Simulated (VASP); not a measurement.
# Si (Pm-3m) in VASP: further runs, part 2 of 2

VASP 6.6.1.

## (4) Relaxation of cell and atoms, r2SCAN

This run uses another cell than the first one, of 21.11 Å³/atom.

POSCAR

```
Si
1.0
    2.7638942892      0.0000000000      0.0000000000
    0.0000000000      2.7638942892      0.0000000000
    0.0000000000      0.0000000000      2.7638942892
Si
1
Direct
    0.0000000000      0.0000000000      0.0000000000
```

INCAR.step1

```
PREC = Accurate
ENCUT = 550
ISMEAR = 0
SIGMA = 0.1
LREAL = False
LASPH = True
NELM = 120
GGA = PE
ALGO = Normal
EDIFF = 1E-5
LWAVE = True
LCHARG = False
GGA_COMPAT = False
IBRION = 2
ISIF = 3
EDIFFG = -0.005
NELMIN = 4
NSW = 100
```

INCAR.step2

```
PREC = Accurate
ENCUT = 550
EDIFF = 1E-7
ISMEAR = 0
SIGMA = 0.1
LREAL = False
LASPH = True
NELM = 120
ALGO = Normal
ISIF = 3
LWAVE = False
LCHARG = False
METAGGA = R2SCAN
LMIXTAU = True
IBRION = 2
NSW = 90
EDIFFG = -0.04
ISTART = 1
GGA_COMPAT = False
NELMIN = 4
```

KPOINTS

```
Automatic mesh
0
Gamma
  6 6 6
```

Potentials or basis: VASP PAW PBE potentials, release 64 (Si).

Started as:

```
$ cat potpaw_PBE.64/Si/POTCAR > POTCAR
$ cp INCAR.step1 INCAR
$ mpirun -np 1 vasp_std > vasp.out
$ cp INCAR.step2 INCAR
$ mpirun -np 1 vasp_std > vasp.out
```

OUTCAR:

```text
PREC = Accurate
   ENCUT = 550
   EDIFF = 1E-7
   ISMEAR = 0
   LREAL = False
   LASPH = True
   NELM = 120
   ISIF = 3
   METAGGA = R2SCAN
   IBRION = 2
   NSW = 90
   EDIFFG = -0.04
   ISTART = 1
   NELMIN = 4

 ion  position               nearest neighbor table
   1  0.000  0.000  0.000-

  LATTYP: Found a simple cubic cell.
 ALAT       =     2.7638942892

  Lattice vectors:

 A1 = (   2.7638942892,   0.0000000000,   0.0000000000)
 A2 = (   0.0000000000,   2.7638942892,   0.0000000000)
 A3 = (   0.0000000000,   0.0000000000,   2.7638942892)

Analysis of symmetry for initial positions (statically):
=====================================================================
 Subroutine PRICEL returns:
 Original cell was already a primitive cell.

 Routine SETGRP: Setting up the symmetry group for a
 simple cubic supercell.

 Subroutine GETGRP returns: Found 48 space group operations
 (whereof 48 operations were pure point group operations)
 out of a pool of 48 trial point group operations.

The static configuration has the point symmetry O_h .

Analysis of symmetry for dynamics (positions and initial velocities):
=====================================================================
 Subroutine PRICEL returns:
 Original cell was already a primitive cell.

 Routine SETGRP: Setting up the symmetry group for a
 simple cubic supercell.

 Subroutine GETGRP returns: Found 48 space group operations
 (whereof 48 operations were pure point group operations)
 out of a pool of 48 trial point group operations.

The dynamic configuration has the point symmetry O_h .

 Subroutine INISYM returns: Found 48 space group operations
 (whereof 48 operations are pure point group operations),
 and found     1 'primitive' translations

[... 92 lines left out ...]
   NFREE  =      1    steps in history (QN), initial steepest desc. (CG)
   ISIF   =      3    stress and relaxation
   ISYM   =      2    0-nonsym 1-usesym 2-fastsym
   POTIM  = 0.5000    time-step for ionic-motion
   TEBEG  =    0.0;   TEEND  =   0.0 temperature during run
   PSTRESS=    0.0 pullay stress
   NELECT =       4.0000    total number of electrons
   NUPDOWN=      -1.0000    fix difference up-down
   EMIN   =  10.00;   EMAX   =-10.00  energy-range for DOS
   EFERMI =   0.00;   METHOD = LEGACY
   ISMEAR =     0;   SIGMA  =   0.10  broadening in eV -4-tet -1-fermi 0-gaus
   EFERMI_NEDOS =   21; number of points for ismear=-14 and -15
   IALGO  =     38    algorithm
   IMIX   =      4    mixing-type and parameters
     AMIX     =   0.40;   BMIX     =  1.00
     AMIX_MAG =   1.60;   BMIX_MAG =  1.00
  volume/ion in A,a.u.               =      21.11       142.48
  Fermi-wavevector in a.u.,A,eV,Ry     =   0.940243  1.776801 12.028322  0.884057
  Thomas-Fermi vector in A             =   2.067635
   LORBIT       =      0    0 simple, 1 ext, 2 COOP (PROOUT), +10 PAW based schemes
   METAGGA = R2SCAN    functional components
   LHFCALC =     F    Hartree Fock is set to
   AEXX    =    0.0000 exact exchange contribution
   IVDW    =     0    specifies the selected vdW correction
   LEPSILON=     F    determine dielectric tensor
   LRPA    =     F    only Hartree local field effects (RPA)
 conjugate gradient relaxation of ions
 non-spin polarized calculation
 Gauss-broadening in eV      SIGMA  =   0.10
  energy-cutoff  :      550.00
  volume of cell :       21.11
 maximum number of plane-waves:       630
 NGX is ok and might be reduce to    24
   NGX = 11   NGY = 11   NGZ = 11

--------------------------------------- Ionic step        1  -------------------------------------------

 number of electron       4.0000000 magnetization

 Free energy of the ion-electron system (eV)
  ---------------------------------------------------
  ext. energy  EPLUGINS =         0.00000000
  ---------------------------------------------------
  free energy    TOTEN  =        -7.97885213 eV

  energy without entropy =       -7.97225748  energy(sigma->0) =       -7.97555480

------------------------ aborting loop because EDIFF is reached ----------------------------------------

  FORCE on cell =-STRESS in cart. coord.  units (eV):
  Direction    XX          YY          ZZ          XY          YZ          ZX
  --------------------------------------------------------------------------------------
  -------------------------------------------------------------------------------------
  Total       -2.1164426     -2.1164426     -2.1164426     -0.0000000      0.0000000      0.0000000
  in kB     -160.6026780   -160.6026780   -160.6026780     -0.0000000      0.0000000      0.0000000
  external PRESSURE =    -160.6026780 kB  Pullay stress =       0.0000000 kB
[... 57 lines left out ...]
--------------------------------------- Ionic step        3  -------------------------------------------

 number of electron       4.0000000 magnetization

 Free energy of the ion-electron system (eV)
  ---------------------------------------------------
  ext. energy  EPLUGINS =         0.00000000
  ---------------------------------------------------
  free energy    TOTEN  =        -8.31001385 eV

  energy without entropy =       -8.30377176  energy(sigma->0) =       -8.30689281

 E-fermi :   8.7088     XC(G=0): -11.2341

 val. band max:        8.7048148859   @ k =   0.3333   0.3333   0.3333
 cond. band min:       8.8141195130   @ k =   0.3333   0.3333   0.1667
 fundamental gap:      0.1093046271
 Fermi energy:         8.7088271305

 k-point     1 :       0.0000    0.0000    0.0000
  band No.  band energies     occupation
      1      -5.6182      2.00000
      2      16.2509      0.00000
      3      16.2509      0.00000
      4      16.6921      0.00000
      5      16.6921      0.00000
      6      16.6921      0.00000
[... 197 lines left out ...]
  FREE ENERGIE OF THE ION-ELECTRON SYSTEM (eV)
  ---------------------------------------------------
  free  energy   TOTEN  =        -8.3100138549 eV

  energy  without entropy=       -8.3037717619  energy(sigma->0) =       -8.30689281

 reached required accuracy - stopping structural energy minimisation
```

OUTCAR.step1:

```text
PREC = Accurate
   ENCUT = 550
   ISMEAR = 0
   LREAL = False
   LASPH = True
   NELM = 120
   GGA = PE
   EDIFF = 1E-5
   IBRION = 2
   ISIF = 3
   EDIFFG = -0.005
[... 561 lines left out ...]
 cond. band min:       8.5700777646   @ k =   0.3333   0.3333   0.1667
 fundamental gap:      0.4598441404
 Fermi energy:         8.5305350704

 k-point     1 :       0.0000    0.0000    0.0000
  band No.  band energies     occupation
      1      -4.9265      2.00000
      2      15.7223      0.00000
      3      15.7223      0.00000
      4      15.9715      0.00000
      5      15.9715      0.00000
      6      15.9715      0.00000
[... 197 lines left out ...]
  FREE ENERGIE OF THE ION-ELECTRON SYSTEM (eV)
  ---------------------------------------------------
  free  energy   TOTEN  =        -5.0891648507 eV

  energy  without entropy=       -5.0809333264  energy(sigma->0) =       -5.08504909

 reached required accuracy - stopping structural energy minimisation
```

It took 50 s on 1 thread of Intel Xeon Platinum 8259CL at 2.50GHz (Skylake/Cascade Lake), shared host; peak memory 0.14 GiB.

Results:

```
Free energy                           : -8.3100 eV
Relaxed volume                        : 15.99 Å³/atom
Relaxed cell                          : a = 2.519 Å, b = 2.519 Å, c = 2.519 Å, α = 90.00°, β = 90.00°, γ = 90.00°
Space group after relaxing (to 0.1 Å) : Pm-3m (No. 221)
Energy gained by relaxing             : 331.2 meV/atom
Ionic steps                           : 3
Pressure after relaxing               : 0.0 GPa
Band gap on the k mesh                : zero (bands 2 and 3 overlap by 10.97 eV)
```

Step by step:
```tsv
step	energy change (eV)	largest force (eV/Å)	pressure (GPa)	volume (Å³)
1	0.0000	0.0000	-16.06	21.11
2	-0.3197	0.0000	5.42	15.28
3	-0.3312	0.0000	0.03	15.99
```

Final structure:
```yaml
crystal:
  lattice:
    - [2.51906, 0.00000, 0.00000]
    - [0.00000, 2.51906, 0.00000]
    - [0.00000, 0.00000, 2.51906]
  atoms:
    - { symbol: Si, position: [0.00000, 0.00000, 0.00000] }
```

Levels at points of the mesh, in eV from the Fermi level:
```tsv
k point	band 1	band 2	band 3	band 4	band 5
(0.00, 0.00, 0.00)	-14.33	7.54	7.54	7.98	7.98
(0.50, 0.00, 0.00)	-9.40	-7.27	10.34	11.67	11.67
(0.50, 0.50, 0.00)	-3.80	-3.43	-3.43	1.41	15.30
(0.50, 0.50, 0.50)	0.26	0.26	0.26	4.05	5.10
```

Caveat: the k points lie up to 0.42 Å⁻¹ apart in the final cell, too coarse for converged energies and pressures of a metal; the volume moved by over 15 % at a fixed basis, so the end points are rough; the PAW data sets were made with another functional, which shifts forces and pressure a little.

## (5) Overview

```tsv
task	cell	gap on the mesh (eV)	pressure (GPa)
single point	a = 2.520 Å, 1 atom	none	-0.1
single point	a = 2.764 Å, 1 atom	none	-16.1
relaxation of cell and atoms	relaxed from a = 2.764 Å, 1 atom	none	0.0
```

Alike in all rows: level r2SCAN; potentials or basis VASP PAW PBE potentials, release 64 (Si); no spin polarisation; k mesh 6 × 6 × 6; cutoff (eV) 550; smearing gaussian 0.1 eV.

Caveats: all runs use coarse meshes; the PAW data sets were made with another functional, which shifts forces and pressure a little; the volume moved by over 15 % at a fixed basis, so the end points are rough (at least some runs).

Total energies depend on the potentials used, so only differences within one code and one set of settings carry meaning.
